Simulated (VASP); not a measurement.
# CuO (P-1) in VASP: notebook

Aim: see how the results for CuO move with the level of theory and the settings. Levels: RPBE, revPBE. Tasks: relaxation of cell and atoms.

Program: VASP 6.6.1. These are calculated values, not measurements. Logs are shortened: lines on timing, memory, paths and dates and some standing lists are left out, and cuts for length are marked.

### Step 1. The cell of the first run

The typed cell holds 4 atoms: a = 2.880 Å, b = 2.880 Å, c = 5.176 Å, α = 89.81°, β = 89.81°, γ = 89.22°.

### Step 2. Relaxation of cell and atoms, RPBE

The input, INCAR:

```
PREC     = Accurate       # precision mode
ENCUT    = 600            # plane-wave cutoff, eV
EDIFF    = 1E-6           # SCF threshold, eV
ISMEAR   = -1             # smearing method
SIGMA    = 0.05           # smearing width, eV
LREAL    = F              # projectors in reciprocal space
LASPH    = T              # aspherical terms in the spheres
NELM     = 100            # most SCF steps
ALGO     = Normal         # electronic algorithm
ISIF     = 3              # what is computed and relaxed
LWAVE    = F              # write WAVECAR
LCHARG   = F              # write CHGCAR
GGA      = RP             # functional
IBRION   = 2              # ionic algorithm
NSW      = 60             # ionic steps
EDIFFG   = -0.01          # ionic threshold
```

The input, KPOINTS:

```
Automatic mesh
0
Gamma
  9 9 5
```

The input, POSCAR:

```
CuO
1.0
    2.8795009639      0.0000000000      0.0000000000
    0.0390727580      2.8792794796      0.0000000000
    0.0174953863      0.0172449008      5.1763391994
Cu O
2 2
Direct
    0.0000000000      0.5000000000      0.0000000000
    0.5000000000      0.0000000000      0.5000000000
    0.9984239700      0.0016717800      0.7498871000
    0.0015760300      0.9983282200      0.2501129000
```

Potentials or basis: VASP PAW PBE potentials, release 64 (Cu, O).

On the command line:

```sh
> cat potpaw_PBE.64/Cu/POTCAR potpaw_PBE.64/O/POTCAR > POTCAR
> mpirun -np 1 vasp_std > vasp.out
```

OUTCAR:

```text
PREC = Accurate
   ENCUT = 600
   EDIFF = 1E-6
   ISMEAR = -1
   LREAL = F
   LASPH = T
   NELM = 100
   ISIF = 3
   GGA = RP
   IBRION = 2
   NSW = 60
   EDIFFG = -0.01

 ion  position               nearest neighbor table
   1  0.000  0.500  0.000-   3 1.94   4 1.94   3 1.94   4 1.94
   2  0.500  0.000  0.500-   3 1.94   4 1.94   4 1.94   3 1.94
   3  0.998  0.002  0.750-   2 1.94   2 1.94   1 1.94   1 1.94
   4  0.002  0.998  0.250-   2 1.94   2 1.94   1 1.94   1 1.94

  LATTYP: Found a base centered monoclinic cell.
 ALAT       =    11.1169163425
 B/A-ratio  =     0.3638182808
 C/A-ratio  =     0.4656324948
 COS(beta)  =    -0.9295148209

  Lattice vectors:

 A1 = (   2.8620055776,  -0.0172449008,  -5.1763391994)
 A2 = (   0.0215773717,   2.8620345788,  -5.1763391994)
 A3 = (   0.0174953863,   0.0172449008,   5.1763391994)

Analysis of symmetry for initial positions (statically):
=====================================================================
 Subroutine PRICEL returns:
 Original cell was already a primitive cell.

 Routine SETGRP: Setting up the symmetry group for a
 base centered monoclinic supercell.

 Subroutine GETGRP returns: Found  2 space group operations
 (whereof  2 operations were pure point group operations)
 out of a pool of  4 trial point group operations.

The static configuration has the point symmetry S_2 .

Analysis of symmetry for dynamics (positions and initial velocities):
=====================================================================
 Subroutine PRICEL returns:
 Original cell was already a primitive cell.

 Routine SETGRP: Setting up the symmetry group for a
 base centered monoclinic supercell.

 Subroutine GETGRP returns: Found  2 space group operations
 (whereof  2 operations were pure point group operations)
 out of a pool of  4 trial point group operations.

The dynamic configuration has the point symmetry S_2 .

 Subroutine INISYM returns: Found  2 space group operations
 (whereof  2 operations are pure point group operations),
 and found     1 'primitive' translations

----------------------------------------------------------------------------------------

                                     Primitive cell

  volume of cell :      42.9164

  direct lattice vectors                    reciprocal lattice vectors
     2.879500964  0.000000000  0.000000000     0.347282398 -0.004712735 -0.001158071
     0.039072758  2.879279480  0.000000000     0.000000000  0.347309112 -0.001157055
     0.017495386  0.017244901  5.176339199     0.000000000  0.000000000  0.193186722

  length of vectors
     2.879500964  2.879544582  5.176397491     0.347316304  0.347311040  0.193186722

  position of ions in fractional coordinates (direct lattice)
     1.000000000  0.500000000  0.000000000
     0.500000000  0.000000000  0.500000000
     0.998423970  0.001671780  0.749887100
     0.001576030  0.998328220  0.250112900

  ion indices of the primitive-cell ions
   primitive index   ion index
                 1           1
                 2           2
                 3           3
                 4           4

----------------------------------------------------------------------------------------

 KPOINTS: Automatic mesh

Automatic generation of k-mesh.
 Grid dimensions read from file:
 generate k-points for:    9    9    5

 Generating k-lattice:

  Cartesian coordinates                     Fractional coordinates (reciprocal lattice)
     0.038586933 -0.000523637 -0.000128675     0.111111111 -0.000000000 -0.000000000
     0.000000000  0.038589901 -0.000128562     0.000000000  0.111111111 -0.000000000
     0.000000000  0.000000000  0.038637344     0.000000000  0.000000000  0.200000000

  Length of vectors
     0.038590700  0.038590116  0.038637344

  Shift w.r.t. Gamma in fractional coordinates (k-lattice)
     0.000000000  0.000000000  0.000000000

 Subroutine IBZKPT returns following result:
 ===========================================

 Found    203 irreducible k-points:

 Following reciprocal coordinates:
            Coordinates               Weight
  0.000000  0.000000  0.000000      1.000000
  0.111111  0.000000 -0.000000      2.000000
  0.000000 -0.111111  0.000000      2.000000
  0.222222 -0.000000 -0.000000      2.000000
  0.000000 -0.222222  0.000000      2.000000
  0.333333  0.000000 -0.000000      2.000000
[... 16 lines left out ...]
 -0.111111  0.111111 -0.000000      2.000000
  0.222222  0.222222 -0.000000      2.000000
 [... further k-points ...]
   k-points           NKPTS =    203   k-points in BZ     NKDIM =    203   number of bands    NBANDS=     21
   number of dos      NEDOS =    301   number of ions     NIONS =      4
   total plane-waves  NPLWV =  24192
   dimension x,y,z NGX =    24 NGY =   24 NGZ =   42
   dimension x,y,z NGXF=    48 NGYF=   48 NGZF=   84
   ions per type =               2   2
   NGX,Y,Z   is equivalent  to a cutoff of  13.86, 13.86, 13.49 a.u.
   NGXF,Y,Z  is equivalent  to a cutoff of  27.71, 27.71, 26.98 a.u.
 SYSTEM =  unknown system
   PREC   = accura    normal or accurate (medium, high low for compatibility)
   ISTART =      0    job   : 0-new  1-cont  2-samecut
   ICHARG =      2    charge: 1-file 2-atom 10-const
   ISPIN  =      1    spin polarized calculation?
   LNONCOLLINEAR =      F non collinear calculations
   LSORBIT =      F    spin-orbit coupling
   LASPH  =      T    aspherical Exc in radial PAW
   ENCUT  =  600.0 eV  44.10 Ry    6.64 a.u.   5.75  5.75 10.34*2*pi/ulx,y,z
   NELM   =    100;   NELMIN=  2; NELMDL= -5     # of ELM steps
   EDIFF  = 0.1E-05   stopping-criterion for ELM
   LREAL  =      F    real-space projection
   EDIFFG = -.1E-01   stopping-criterion for IOM
   NSW    =     60    number of steps for IOM
   IBRION =      2    ionic relax: 0-MD 1-quasi-New 2-CG
   NFREE  =      1    steps in history (QN), initial steepest desc. (CG)
   ISIF   =      3    stress and relaxation
   ISYM   =      2    0-nonsym 1-usesym 2-fastsym
   POTIM  = 0.5000    time-step for ionic-motion
   TEBEG  =    0.0;   TEEND  =   0.0 temperature during run
   PSTRESS=    0.0 pullay stress
   NELECT =      34.0000    total number of electrons
   NUPDOWN=      -1.0000    fix difference up-down
   EMIN   =  10.00;   EMAX   =-10.00  energy-range for DOS
   EFERMI =   0.00;   METHOD = LEGACY
   ISMEAR =    -1;   SIGMA  =   0.05  broadening in eV -4-tet -1-fermi 0-gaus
   EFERMI_NEDOS =   21; number of points for ismear=-14 and -15
   IALGO  =     38    algorithm
   IMIX   =      4    mixing-type and parameters
     AMIX     =   0.40;   BMIX     =  1.00
     AMIX_MAG =   1.60;   BMIX_MAG =  1.00
  volume/ion in A,a.u.               =      10.73        72.40
  Fermi-wavevector in a.u.,A,eV,Ry     =   1.514816  2.862587 31.220846  2.294667
  Thomas-Fermi vector in A             =   2.624423
   LORBIT       =      0    0 simple, 1 ext, 2 COOP (PROOUT), +10 PAW based schemes
   GGA     = RP    functional components
   LHFCALC =     F    Hartree Fock is set to
   AEXX    =    0.0000 exact exchange contribution
   IVDW    =     0    specifies the selected vdW correction
   LEPSILON=     F    determine dielectric tensor
   LRPA    =     F    only Hartree local field effects (RPA)
 conjugate gradient relaxation of ions
 non-spin polarized calculation
  energy-cutoff  :      600.00
  volume of cell :       42.92
 maximum number of plane-waves:      1445
   NGX = 11   NGY = 11   NGZ = 21

--------------------------------------- Ionic step        1  -------------------------------------------

 number of electron      33.9999984 magnetization

 Free energy of the ion-electron system (eV)
  ---------------------------------------------------
  ext. energy  EPLUGINS =         0.00000000
  ---------------------------------------------------
  free energy    TOTEN  =       -17.92425987 eV

  energy without entropy =      -17.90484862  energy(sigma->0) =      -17.91455424

------------------------ aborting loop because EDIFF is reached ----------------------------------------

  FORCE on cell =-STRESS in cart. coord.  units (eV):
  Direction    XX          YY          ZZ          XY          YZ          ZX
  --------------------------------------------------------------------------------------
  -------------------------------------------------------------------------------------
  Total        3.1566861      3.1396256      3.1425877      0.0013956      0.0094715      0.0053009
  in kB      117.8469121    117.2099994    117.3205816      0.0521013      0.3535961      0.1978964
  external PRESSURE =     117.4591644 kB  Pullay stress =       0.0000000 kB
[... 25 lines left out ...]
--------------------------------------- Ionic step        2  -------------------------------------------

 number of electron      34.0000020 magnetization

 E-fermi :   4.0514     XC(G=0): -10.6472

 val. band max:        4.0330976891   @ k =  -0.1111   0.1111   0.4000
 cond. band min:       4.0582047706   @ k =  -0.4444   0.0000   0.2000
 fundamental gap:      0.0251070815
 Fermi energy:         4.0514409697

 k-point     1 :       0.0000    0.0000    0.0000
  band No.  band energies     occupation
      1     -15.0578      2.00000
      2     -14.0445      2.00000
      3      -3.1877      2.00000
      4      -0.6989      2.00000
      5      -0.6752      2.00000
      6       0.8197      2.00000
[... 565 lines left out ...]
     20       9.7551      0.00000
     21      12.8558      0.00000

 [... further k-points ...]

------------------------ aborting loop because EDIFF is reached ----------------------------------------

  FORCE on cell =-STRESS in cart. coord.  units (eV):
  Direction    XX          YY          ZZ          XY          YZ          ZX
  --------------------------------------------------------------------------------------
  -------------------------------------------------------------------------------------
  Total       -0.7677976     -0.7595847     -2.6178087     -0.0346434     -0.0117129     -0.0121377
  in kB      -25.6335487    -25.3593528    -87.3976719     -1.1565993     -0.3910449     -0.4052268
  external PRESSURE =     -46.1301911 kB  Pullay stress =       0.0000000 kB
[... 139 lines left out ...]
--------------------------------------- Ionic step        6  -------------------------------------------

 number of electron      34.0000040 magnetization

 Free energy of the ion-electron system (eV)
  ---------------------------------------------------
  ext. energy  EPLUGINS =         0.00000000
  ---------------------------------------------------
  free energy    TOTEN  =       -18.05187207 eV

  energy without entropy =      -18.03228256  energy(sigma->0) =      -18.04207732

 E-fermi :   4.4405     XC(G=0): -10.7975

 val. band max:        4.4196529356   @ k =  -0.1111   0.1111   0.4000
 cond. band min:       4.4541255315   @ k =  -0.4444   0.0000   0.2000
 fundamental gap:      0.0344725959
 Fermi energy:         4.4405130429

 k-point     1 :       0.0000    0.0000    0.0000
  band No.  band energies     occupation
      1     -15.0091      2.00000
      2     -13.8196      2.00000
      3      -3.1299      2.00000
      4      -0.6490      2.00000
      5      -0.6248      2.00000
      6       1.0142      2.00000
[... 565 lines left out ...]
     20      10.3152      0.00000
     21      13.1846      0.00000

 [... further k-points ...]

------------------------ aborting loop because EDIFF is reached ----------------------------------------

  FORCE on cell =-STRESS in cart. coord.  units (eV):
  Direction    XX          YY          ZZ          XY          YZ          ZX
  --------------------------------------------------------------------------------------
  -------------------------------------------------------------------------------------
  Total        0.0170557      0.0273313      0.0275684     -0.0282541     -0.0050611     -0.0046193
  in kB        0.5861059      0.9392221      0.9473692     -0.9709307     -0.1739222     -0.1587373
  external PRESSURE =       0.8242324 kB  Pullay stress =       0.0000000 kB
[... 19 lines left out ...]
  FREE ENERGIE OF THE ION-ELECTRON SYSTEM (eV)
  ---------------------------------------------------
  free  energy   TOTEN  =       -18.0518720672 eV

  energy  without entropy=      -18.0322825647  energy(sigma->0) =      -18.04207732

 reached required accuracy - stopping structural energy minimisation
```

It took 22 min on 1 thread of Oxide Virtual Turin-like, shared host; peak memory 0.28 GiB.

What came out:

| Property | Result |
| --- | --- |
| Free energy | -18.0519 eV |
| Relaxed volume | 11.66 Å³/atom |
| Relaxed cell | a = 2.994 Å, b = 2.994 Å, c = 5.202 Å, α = 89.81°, β = 89.82°, γ = 89.29° |
| Space group after relaxing (to 0.05 Å) | Cccm (No. 66) |
| Energy gained by relaxing | 31.9 meV/atom |
| Ionic steps | 6 |
| Pressure after relaxing | 0.1 GPa |
| Largest force after relaxing | 0.006 eV/Å |
| Band gap on the k mesh | zero (band 17 reaches 5.09 eV, above the bottom of band 18 at 4.21 eV) |

Forces on the atoms (eV/Å):
```
Cu   0.000  0.000  0.000
Cu   0.000  0.000  0.000
O    0.003 -0.004 -0.002
O   -0.003  0.004  0.002
```

Stress tensor (GPa, compression positive):
```
 0.06 -0.10 -0.02
-0.10  0.09 -0.02
-0.02 -0.02  0.09
```

Step by step:
```csv
step,energy change (eV),largest force (eV/Å),pressure (GPa),volume (Å³)
1,0.0000,0.0107,11.75,42.92
2,-0.0864,0.0099,-4.61,47.99
3,-0.1129,0.0082,-0.02,46.21
4,-0.1228,0.0067,0.01,46.39
5,-0.1276,0.0052,0.04,46.60
6,-0.1276,0.0055,0.08,46.62
```

Final structure:
```
CELL_PARAMETERS angstrom
2.99410 -0.00178 -0.00043
0.03884 2.99345 -0.00022
0.01742 0.01754 5.20189
ATOMIC_POSITIONS crystal
Cu 0.00000 0.50000 0.00000
Cu 0.50000 0.00000 0.50000
O 0.99861 0.00144 0.75003
O 0.00139 0.99856 0.24997
```

Levels at points of the mesh, in eV from the Fermi level:
```csv
k point,band 15,band 16,band 17,band 18,band 19,band 20
"(0.00, 0.00, 0.00)",-2.14,-1.76,0.65,0.68,1.36,6.14
```

Caveat: the PAW data sets were made with another functional, which shifts forces and pressure a little; semilocal functionals often make such compounds metallic where correlation or magnetic order opens a gap, which also shifts bond lengths. With open d or f shells a metallic result of RPBE can be an artefact of self-interaction; +U or a hybrid may open a gap.

### Step 3. Relaxation of cell and atoms, revPBE

The input, INCAR:

```
SYSTEM = CuO
ALGO     = Normal         ! electronic algorithm
EDIFF    = 1E-6           ! SCF threshold, eV
EDIFFG   = -0.01          ! ionic threshold
ENCUT    = 600            ! plane-wave cutoff, eV
GGA      = RE             ! functional
IBRION   = 2              ! ionic algorithm
ISIF     = 3              ! what is computed and relaxed
ISMEAR   = -1             ! smearing method
LASPH    = .True.         ! aspherical terms in the spheres
LCHARG   = .False.        ! write CHGCAR
LREAL    = .False.        ! projectors in reciprocal space
LWAVE    = .False.        ! write WAVECAR
NELM     = 80             ! most SCF steps
NSW      = 60             ! ionic steps
PREC     = Accurate       ! precision mode
SIGMA    = 0.05           ! smearing width, eV
```

The input, KPOINTS:

```
k-points
0
Gamma
  9 9 5
  0 0 0
```

POSCAR is that of step 2.

Potentials or basis: VASP PAW PBE potentials, release 64 (Cu, O).

On the command line:

```sh
> cat potpaw_PBE.64/Cu/POTCAR potpaw_PBE.64/O/POTCAR > POTCAR
> mpirun -np 1 vasp_std > vasp.out
```

Wall time 23 min (1 thread of Oxide Virtual Turin-like, shared host); peak memory 0.28 GiB.

It converged, with:

| Property | Result |
| --- | --- |
| Free energy | -18.3002 eV |
| Relaxed volume | 11.54 Å³/atom |
| Relaxed cell | a = 2.983 Å, b = 2.982 Å, c = 5.190 Å, α = 89.81°, β = 89.82°, γ = 89.29° |
| Space group after relaxing (to 0.05 Å) | Cccm (No. 66) |
| Energy gained by relaxing | 24.9 meV/atom |
| Ionic steps | 6 |
| Pressure after relaxing | 0.1 GPa |
| Largest force after relaxing | 0.006 eV/Å |
| Band gap on the k mesh | zero (band 17 reaches 5.17 eV, above the bottom of band 18 at 4.27 eV) |

Forces in eV/Å, atoms in the order of the input:
```
Cu   0.000  0.000  0.000
Cu   0.000  0.000  0.000
O    0.003 -0.003 -0.003
O   -0.003  0.003  0.003
```

Stress tensor (GPa, compression positive):
```
 0.04 -0.10 -0.02
-0.10  0.08 -0.02
-0.02 -0.02  0.07
```

The path:
| step | energy change (eV) | largest force (eV/Å) | pressure (GPa) | volume (Å³) |
| --- | --- | --- | --- | --- |
| 1 | 0.0000 | 0.0110 | 10.28 | 42.92 |
| 2 | -0.0658 | 0.0094 | -4.28 | 47.34 |
| 3 | -0.0869 | 0.0080 | -0.06 | 45.79 |
| 4 | -0.0956 | 0.0064 | -0.02 | 45.95 |
| 5 | -0.0997 | 0.0050 | 0.02 | 46.14 |
| 6 | -0.0998 | 0.0056 | 0.06 | 46.16 |

Final structure:
```xyz
4
Lattice="2.9827 -0.0018 -0.0004 0.0387 2.9821 -0.0002 0.0174 0.0175 5.1895" Properties=species:S:1:pos:R:3 pbc="T T T"
Cu    3.0021    1.4892   -0.0005
Cu    1.5387    2.9900    2.5943
O     2.9917    0.0156    3.8919
O     0.0471    2.9822    1.2970
```

Levels at points of the mesh, in eV from the Fermi level:
```csv
k point,band 14,band 15,band 16,band 17,band 18,band 19,band 20,band 21
"(0.00, 0.00, 0.00)",-2.24,-2.17,-1.79,0.66,0.69,1.37,6.13,7.20
```

Caveat: the PAW data sets were made with another functional, which shifts forces and pressure a little; semilocal functionals often make such compounds metallic where correlation or magnetic order opens a gap, which also shifts bond lengths. With open d or f shells a metallic result of revPBE can be an artefact of self-interaction; +U or a hybrid may open a gap.
